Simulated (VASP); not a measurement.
NaI:

```
CELL_PARAMETERS angstrom
0.00000 3.22968 3.22968
3.22968 0.00000 3.22968
3.22968 3.22968 0.00000
ATOMIC_POSITIONS crystal
Na 0.00000 0.00000 0.00000
I 0.50000 0.50000 0.50000
```

Base run:

* Program: VASP 6.6.1
* Functional: r2SCAN
* Potentials or basis: VASP PAW PBE potentials, release 64 (Na_pv, I)
* Cutoff: 520 eV
* k mesh: 6 × 6 × 6
* Occupations: gaussian, width 0.01 eV
* Spin: no spin polarisation

Its results: band gap on the k mesh 4.46 eV, direct; pressure -0.1 GPa.

Problem. The run is repeated on the same cell with these changes: functional from r2SCAN to PBE. What comes out?

Solution. Band gap on the k mesh 3.66 eV, direct; pressure 0.5 GPa.

r2SCAN gives the wider gap, since meta-GGAs in the generalised Kohn-Sham scheme recover part of the derivative discontinuity.

Caveats: spin-orbit coupling is left out, which moves the levels of the heavy elements; the PAW data sets were made with another functional, which shifts forces and pressure a little (some runs).

